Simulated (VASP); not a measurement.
Input of a VASP 6.6.1 run:

File INCAR:

```
SYSTEM = Cr
  PREC = Accurate
  ENCUT = 520
  EDIFF = 1E-6
  ISMEAR = -1
  SIGMA = 0.1
  LREAL = .FALSE.
  LASPH = .TRUE.
  NELM = 60
  ALGO = Normal
  ISIF = 2
  LWAVE = .FALSE.
  LCHARG = .FALSE.
  GGA = PE
  NBANDS = 19
```

KPOINTS

```
regular mesh
0
G
  12 12 12
  0 0 0
```

Contents of POSCAR:

```
Cr
1.0
    0.0000000000      2.5154457624      2.5154457624
    2.5154457624      0.0000000000      2.5154457624
    2.5154457624      2.5154457624      0.0000000000
Cr
2
Direct
    0.1250000000      0.1250000000      0.1250000000
    0.8750000000      0.8750000000      0.8750000000
```

Potentials or basis: VASP PAW PBE potentials, release 64 (Cr_pv).

Command:

```sh
$ cat potpaw_PBE.64/Cr_pv/POTCAR > POTCAR
$ mpirun -np 1 vasp_std > vasp.out
```

Question: Predict the pressure.

Answer: 4.9 GPa.

Question: Estimate the band gap on the k mesh.

Answer: Zero (band 12 reaches 6.95 eV, above the bottom of band 13 at 6.41 eV).

Caveat: the run has no spin polarisation, though such a crystal can be magnetic. Spin polarisation is off, so any magnetic state and its effect on volume and gap are missing.
